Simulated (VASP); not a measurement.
# ZnS (F-43m) in VASP: notebook

ZnS is run at these levels: PBEsol; tasks: single point.

Everything below comes from runs of VASP 6.6.1. Logs are shortened: lines on timing, memory, paths and dates and some standing lists are left out, and cuts for length are marked.

### 1 The cell of the first run

The structure is cubic, space group F-43m (No. 216). The conventional cell has a = 5.321 Å, b = 5.321 Å, c = 5.321 Å, α = 90.00°, β = 90.00°, γ = 90.00°. Within 3.0 Å of Zn (site symmetry -43m) lie 4 S at 2.30 Å. S (site symmetry -43m) has 4 Zn at 2.30 Å within 3.0 Å.

### 2 Single point, PBEsol (18.83 Å³/atom)

Contents of INCAR:

```
ALGO = Normal
EDIFF = 1E-6
ENCUT = 520
GGA = PS
ISIF = 2
ISMEAR = 0
LASPH = True
LCHARG = False
LREAL = False
LWAVE = False
NBANDS = 16
NELM = 80
PREC = Accurate
SIGMA = 0.01
```

Contents of KPOINTS:

```
k-points
0
Gamma
  10 10 10
```

Contents of POSCAR:

```
ZnS
1.0
    0.0000000000      2.6602836400      2.6602836400
    2.6602836400      0.0000000000      2.6602836400
    2.6602836400      2.6602836400      0.0000000000
Zn S
1 1
Direct
    0.0000000000      0.0000000000      0.0000000000
    0.7500000000      0.7500000000      0.7500000000
```

Potentials or basis: VASP PAW PBE potentials, release 64 (Zn, S).

Launch:

```console
cat potpaw_PBE.64/Zn/POTCAR potpaw_PBE.64/S/POTCAR > POTCAR
mpirun -np 1 vasp_std > vasp.out
```

OUTCAR:

```text
EDIFF = 1E-6
   ENCUT = 520
   GGA = PS
   ISIF = 2
   ISMEAR = 0
   LASPH = True
   LREAL = False
   NELM = 80
   PREC = Accurate

 ion  position               nearest neighbor table
   1  0.000  0.000  0.000-   2 2.30   2 2.30   2 2.30   2 2.30
   2  0.750  0.750  0.750-   1 2.30   1 2.30   1 2.30   1 2.30

  LATTYP: Found a face centered cubic cell.
 ALAT       =     5.3205672800

  Lattice vectors:

 A1 = (   0.0000000000,   2.6602836400,   2.6602836400)
 A2 = (   2.6602836400,   0.0000000000,   2.6602836400)
 A3 = (   2.6602836400,   2.6602836400,   0.0000000000)

Analysis of symmetry for initial positions (statically):
=====================================================================
 Subroutine PRICEL returns:
 Original cell was already a primitive cell.

 Routine SETGRP: Setting up the symmetry group for a
 face centered cubic supercell.

 Subroutine GETGRP returns: Found 24 space group operations
 (whereof 24 operations were pure point group operations)
 out of a pool of 48 trial point group operations.

The static configuration has the point symmetry T_d .

Analysis of symmetry for dynamics (positions and initial velocities):
=====================================================================
 Subroutine PRICEL returns:
 Original cell was already a primitive cell.

 Routine SETGRP: Setting up the symmetry group for a
 face centered cubic supercell.

 Subroutine GETGRP returns: Found 24 space group operations
 (whereof 24 operations were pure point group operations)
 out of a pool of 48 trial point group operations.

The dynamic configuration has the point symmetry T_d .

 Subroutine INISYM returns: Found 24 space group operations
 (whereof 24 operations are pure point group operations),
 and found     1 'primitive' translations

----------------------------------------------------------------------------------------

                                     Primitive cell

  volume of cell :      37.6542

  direct lattice vectors                    reciprocal lattice vectors
     0.000000000  2.660283640  2.660283640    -0.187949883  0.187949883  0.187949883
     2.660283640  0.000000000  2.660283640     0.187949883 -0.187949883  0.187949883
     2.660283640  2.660283640  0.000000000     0.187949883  0.187949883 -0.187949883

  length of vectors
     3.762209203  3.762209203  3.762209203     0.325538747  0.325538747  0.325538747

  position of ions in fractional coordinates (direct lattice)
     0.000000000  0.000000000  0.000000000
     0.750000000  0.750000000  0.750000000

  ion indices of the primitive-cell ions
   primitive index   ion index
                 1           1
                 2           2

----------------------------------------------------------------------------------------

 KPOINTS: k-points

Automatic generation of k-mesh.
 Grid dimensions read from file:
 generate k-points for:   10   10   10

 Generating k-lattice:

  Cartesian coordinates                     Fractional coordinates (reciprocal lattice)
    -0.018794988  0.018794988  0.018794988     0.100000000  0.000000000  0.000000000
     0.018794988 -0.018794988  0.018794988     0.000000000  0.100000000  0.000000000
     0.018794988  0.018794988 -0.018794988     0.000000000  0.000000000  0.100000000

  Length of vectors
     0.032553875  0.032553875  0.032553875

  Shift w.r.t. Gamma in fractional coordinates (k-lattice)
     0.000000000  0.000000000  0.000000000

 Subroutine IBZKPT returns following result:
 ===========================================

 Found     47 irreducible k-points:

 Following reciprocal coordinates:
            Coordinates               Weight
  0.000000  0.000000  0.000000      1.000000
  0.100000  0.000000  0.000000      8.000000
  0.200000  0.000000  0.000000      8.000000
  0.300000  0.000000  0.000000      8.000000
  0.400000  0.000000  0.000000      8.000000
  0.500000  0.000000  0.000000      4.000000
[... 16 lines left out ...]
  0.300000  0.300000  0.000000      6.000000
  0.400000  0.300000  0.000000     24.000000
 [... further k-points ...]
   k-points           NKPTS =     47   k-points in BZ     NKDIM =     47   number of bands    NBANDS=     16
   number of dos      NEDOS =    301   number of ions     NIONS =      2
   total plane-waves  NPLWV =  21952
   dimension x,y,z NGX =    28 NGY =   28 NGZ =   28
   dimension x,y,z NGXF=    56 NGYF=   56 NGZF=   56
   ions per type =               1   1
   NGX,Y,Z   is equivalent  to a cutoff of  12.37, 12.37, 12.37 a.u.
   NGXF,Y,Z  is equivalent  to a cutoff of  24.75, 24.75, 24.75 a.u.
 SYSTEM =  unknown system
   PREC   = accura    normal or accurate (medium, high low for compatibility)
   ISTART =      0    job   : 0-new  1-cont  2-samecut
   ICHARG =      2    charge: 1-file 2-atom 10-const
   ISPIN  =      1    spin polarized calculation?
   LNONCOLLINEAR =      F non collinear calculations
   LSORBIT =      F    spin-orbit coupling
   LASPH  =      T    aspherical Exc in radial PAW
   ENCUT  =  520.0 eV  38.22 Ry    6.18 a.u.   7.00  7.00  7.00*2*pi/ulx,y,z
   NELM   =     80;   NELMIN=  2; NELMDL= -5     # of ELM steps
   EDIFF  = 0.1E-05   stopping-criterion for ELM
   LREAL  =      F    real-space projection
   EDIFFG = 0.1E-04   stopping-criterion for IOM
   NSW    =      0    number of steps for IOM
   IBRION =     -1    ionic relax: 0-MD 1-quasi-New 2-CG
   NFREE  =      0    steps in history (QN), initial steepest desc. (CG)
   ISIF   =      2    stress and relaxation
   ISYM   =      2    0-nonsym 1-usesym 2-fastsym
   POTIM  = 0.5000    time-step for ionic-motion
   TEBEG  =    0.0;   TEEND  =   0.0 temperature during run
   PSTRESS=    0.0 pullay stress
   NELECT =      18.0000    total number of electrons
   NUPDOWN=      -1.0000    fix difference up-down
   EMIN   =  10.00;   EMAX   =-10.00  energy-range for DOS
   EFERMI =   0.00;   METHOD = LEGACY
   ISMEAR =     0;   SIGMA  =   0.01  broadening in eV -4-tet -1-fermi 0-gaus
   EFERMI_NEDOS =   21; number of points for ismear=-14 and -15
   IALGO  =     38    algorithm
   IMIX   =      4    mixing-type and parameters
     AMIX     =   0.40;   BMIX     =  1.00
     AMIX_MAG =   1.60;   BMIX_MAG =  1.00
  volume/ion in A,a.u.               =      18.83       127.05
  Fermi-wavevector in a.u.,A,eV,Ry     =   1.280052  2.418948 22.293608  1.638534
  Thomas-Fermi vector in A             =   2.412502
   LORBIT       =      0    0 simple, 1 ext, 2 COOP (PROOUT), +10 PAW based schemes
   GGA     = PS    functional components
   LHFCALC =     F    Hartree Fock is set to
   AEXX    =    0.0000 exact exchange contribution
   IVDW    =     0    specifies the selected vdW correction
   LEPSILON=     F    determine dielectric tensor
   LRPA    =     F    only Hartree local field effects (RPA)
 non-spin polarized calculation
 Gauss-broadening in eV      SIGMA  =   0.01
  energy-cutoff  :      520.00
  volume of cell :       37.65
 maximum number of plane-waves:      1031
   NGX = 13   NGY = 13   NGZ = 13

 number of electron      18.0000019 magnetization

 Free energy of the ion-electron system (eV)
  ---------------------------------------------------
  ext. energy  EPLUGINS =         0.00000000
  ---------------------------------------------------
  free energy    TOTEN  =        -7.58385699 eV

  energy without entropy =       -7.58385699  energy(sigma->0) =       -7.58385699

 E-fermi :   2.5974     XC(G=0): -10.0706

 val. band max:        2.4612943141   @ k =   0.0000   0.0000   0.0000
 cond. band min:       4.6428345103   @ k =   0.0000   0.0000   0.0000
 fundamental gap:      2.1815401962
 Fermi energy:         2.5974121131

 k-point     1 :       0.0000    0.0000    0.0000
  band No.  band energies     occupation
      1     -11.0331      2.00000
      2      -4.1118      2.00000
      3      -4.1118      2.00000
      4      -4.1118      2.00000
      5      -3.5559      2.00000
      6      -3.5559      2.00000
[... 8 lines left out ...]
     15      14.2515      0.00000
     16      14.3619      0.00000

 k-point     2 :       0.1000    0.0000    0.0000
  band No.  band energies     occupation
      1     -10.9500      2.00000
      2      -4.1159      2.00000
      3      -4.0966      2.00000
      4      -4.0966      2.00000
      5      -3.5575      2.00000
      6      -3.5575      2.00000
[... 8 lines left out ...]
     15      13.7651      0.00000
     16      14.9595      0.00000

 k-point     3 :       0.2000    0.0000    0.0000
  band No.  band energies     occupation
      1     -10.7198      2.00000
      2      -4.1085      2.00000
      3      -4.0589      2.00000
      4      -4.0589      2.00000
      5      -3.5578      2.00000
      6      -3.5578      2.00000
[... 8 lines left out ...]
     15      13.3172      0.00000
     16      14.9053      0.00000

 k-point     4 :       0.3000    0.0000    0.0000
  band No.  band energies     occupation
      1     -10.4044      2.00000
      2      -4.0325      2.00000
      3      -4.0189      2.00000
      4      -4.0189      2.00000
      5      -3.5485      2.00000
      6      -3.5485      2.00000
[... 8 lines left out ...]
     15      13.7137      0.00000
     16      14.3224      0.00000

 k-point     5 :       0.4000    0.0000    0.0000
  band No.  band energies     occupation
      1     -10.1172      2.00000
      2      -3.9935      2.00000
      3      -3.9935      2.00000
      4      -3.7966      2.00000
      5      -3.5310      2.00000
      6      -3.5310      2.00000
[... 8 lines left out ...]
     15      14.9186      0.00000
     16      14.9186      0.00000

 k-point     6 :       0.5000    0.0000    0.0000
  band No.  band energies     occupation
      1      -9.9979      2.00000
      2      -3.9858      2.00000
      3      -3.9858      2.00000
      4      -3.5216      2.00000
      5      -3.5216      2.00000
      6      -3.3562      2.00000
[... 8 lines left out ...]
     15      15.9713      0.00000
     16      15.9713      0.00000

 k-point     7 :       0.1000    0.1000    0.0000
  band No.  band energies     occupation
      1     -10.9223      2.00000
      2      -4.1309      2.00000
      3      -4.0844      2.00000
      4      -4.0844      2.00000
      5      -3.5689      2.00000
      6      -3.5477      2.00000
[... 8 lines left out ...]
     15      14.3838      0.00000
     16      15.2689      0.00000

 k-point     8 :       0.2000    0.1000    0.0000
  band No.  band energies     occupation
      1     -10.7408      2.00000
      2      -4.1386      2.00000
      3      -4.0490      2.00000
      4      -4.0468      2.00000
      5      -3.5787      2.00000
      6      -3.5404      2.00000
[... 8 lines left out ...]
     15      14.2279      0.00000
     16      15.9574      0.00000

 k-point     9 :       0.3000    0.1000    0.0000
  band No.  band energies     occupation
      1     -10.4520      2.00000
      2      -4.1002      2.00000
      3      -4.0032      2.00000
      4      -4.0007      2.00000
      5      -3.5742      2.00000
      6      -3.5308      2.00000
[... 8 lines left out ...]
     15      14.4200      0.00000
     16      15.3562      0.00000
[... 172 lines left out ...]
 k-point    19 :       0.5000    0.2000    0.0000
  band No.  band energies     occupation
      1      -9.8904      2.00000
      2      -4.0162      2.00000
      3      -3.9014      2.00000
      4      -3.7272      2.00000
      5      -3.5124      2.00000
      6      -3.3954      2.00000
[... 8 lines left out ...]
     15      16.0418      0.00000
     16      17.1017      0.00000

 k-point    20 :      -0.4000    0.2000    0.0000
  band No.  band energies     occupation
      1      -9.8629      2.00000
      2      -3.9909      2.00000
      3      -3.9110      2.00000
      4      -3.6291      2.00000
      5      -3.5386      2.00000
      6      -3.3439      2.00000
[... 8 lines left out ...]
     15      14.5177      0.00000
     16      16.9045      0.00000

 k-point    21 :      -0.3000    0.2000    0.0000
  band No.  band energies     occupation
      1     -10.0276      2.00000
      2      -3.9846      2.00000
      3      -3.9427      2.00000
      4      -3.8286      2.00000
      5      -3.5687      2.00000
      6      -3.4905      2.00000
[... 8 lines left out ...]
     15      15.7851      0.00000
     16      17.0338      0.00000

 k-point    22 :      -0.2000    0.2000    0.0000
  band No.  band energies     occupation
      1     -10.2977      2.00000
      2      -4.0285      2.00000
      3      -3.9909      2.00000
      4      -3.9885      2.00000
      5      -3.5817      2.00000
      6      -3.5138      2.00000
[... 8 lines left out ...]
     15      15.4460      0.00000
     16      17.1732      0.00000

 k-point    23 :       0.3000    0.3000    0.0000
  band No.  band energies     occupation
      1     -10.1932      2.00000
      2      -4.2043      2.00000
      3      -3.8907      2.00000
      4      -3.8907      2.00000
      5      -3.5963      2.00000
      6      -3.4995      2.00000
[... 8 lines left out ...]
     15      15.3487      0.00000
     16      19.3159      0.00000

 k-point    24 :       0.4000    0.3000    0.0000
  band No.  band energies     occupation
      1      -9.9663      2.00000
      2      -4.1740      2.00000
      3      -3.8403      2.00000
      4      -3.8329      2.00000
      5      -3.5379      2.00000
      6      -3.4908      2.00000
[... 8 lines left out ...]
     15      15.9220      0.00000
     16      18.5425      0.00000

 [... further k-points ...]

------------------------ aborting loop because EDIFF is reached ----------------------------------------

  FORCE on cell =-STRESS in cart. coord.  units (eV):
  Direction    XX          YY          ZZ          XY          YZ          ZX
  --------------------------------------------------------------------------------------
  -------------------------------------------------------------------------------------
  Total        0.4396139      0.4396139      0.4396139      0.0000000      0.0000000      0.0000000
  in kB       18.7054499     18.7054499     18.7054499      0.0000000      0.0000000      0.0000000
  external PRESSURE =      18.7054499 kB  Pullay stress =       0.0000000 kB

 VOLUME and BASIS-vectors are now :
 -----------------------------------------------------------------------------
  energy-cutoff  :      520.00
  volume of cell :       37.65
      direct lattice vectors                 reciprocal lattice vectors
     0.000000000  2.660283640  2.660283640    -0.187949883  0.187949883  0.187949883
     2.660283640  0.000000000  2.660283640     0.187949883 -0.187949883  0.187949883
     2.660283640  2.660283640  0.000000000     0.187949883  0.187949883 -0.187949883

 POSITION                                       TOTAL-FORCE (eV/Angst)
 -----------------------------------------------------------------------------------
      0.00000      0.00000      0.00000        -0.000000     -0.000000     -0.000000
      3.99043      3.99043      3.99043         0.000000      0.000000      0.000000
 -----------------------------------------------------------------------------------
    total drift:                               -0.000002     -0.000002     -0.000002

  FREE ENERGIE OF THE ION-ELECTRON SYSTEM (eV)
  ---------------------------------------------------
  free  energy   TOTEN  =        -7.5838569909 eV

  energy  without entropy=       -7.5838569909  energy(sigma->0) =       -7.58385699
```

Wall time 15 s (1 thread of Intel Xeon Platinum 8559C (Emerald Rapids), shared host); peak memory 0.17 GiB.

What came out:

```yaml
Free_energy: -7.5839 eV
Pressure: 1.9 GPa
Band_gap_on_the_k_mesh: 2.18 eV
```

Caveat: the PAW data sets were made with another functional, which shifts forces and pressure a little.

### 3 Single point, PBEsol (19.60 Å³/atom)

This run uses another cell than the first one, of 19.60 Å³/atom.

Contents of INCAR:

```
SYSTEM = ZnS
  PREC = Accurate
  ENCUT = 520
  EDIFF = 1E-6
  ISMEAR = 0
  SIGMA = 0.01
  LREAL = .FALSE.
  LASPH = .TRUE.
  NELM = 80
  ALGO = Normal
  ISIF = 2
  LWAVE = .FALSE.
  LCHARG = .FALSE.
  GGA = PS
  NBANDS = 16
```

Contents of KPOINTS:

```
Automatic mesh
0
G
  10 10 10
  0 0 0
```

Contents of POSCAR:

```
ZnS
1.0
    0.0000000000      2.6959964067      2.6959964067
    2.6959964067      0.0000000000      2.6959964067
    2.6959964067      2.6959964067      0.0000000000
Zn S
1 1
Direct
    0.0000000000      0.0000000000      0.0000000000
    0.7500000000      0.7500000000      0.7500000000
```

Potentials or basis: VASP PAW PBE potentials, release 64 (Zn, S).

Launch:

```console
cat potpaw_PBE.64/Zn/POTCAR potpaw_PBE.64/S/POTCAR > POTCAR
mpirun -np 1 vasp_std > vasp.out
```

It took 15 s on 1 thread of Intel Xeon Platinum 8559C (Emerald Rapids), shared host; peak memory 0.16 GiB.

It converged, with:

```yaml
Free_energy: -7.5863 eV
Pressure: -1.3 GPa
Band_gap_on_the_k_mesh: 2.01 eV
```

Levels at points of the mesh, in eV from the valence-band top:
```tsv
k point	band 7	band 8	band 9	band 10	band 11	band 12
(0.00, 0.00, 0.00)	0.00	0.00	0.00	2.01	6.30	6.30
(0.50, 0.00, 0.00)	-5.41	-0.89	-0.89	3.21	6.83	6.83
(0.50, 0.50, 0.00)	-4.63	-2.27	-2.27	3.22	3.97	10.88
```

Caveat: the PAW data sets were made with another functional, which shifts forces and pressure a little.
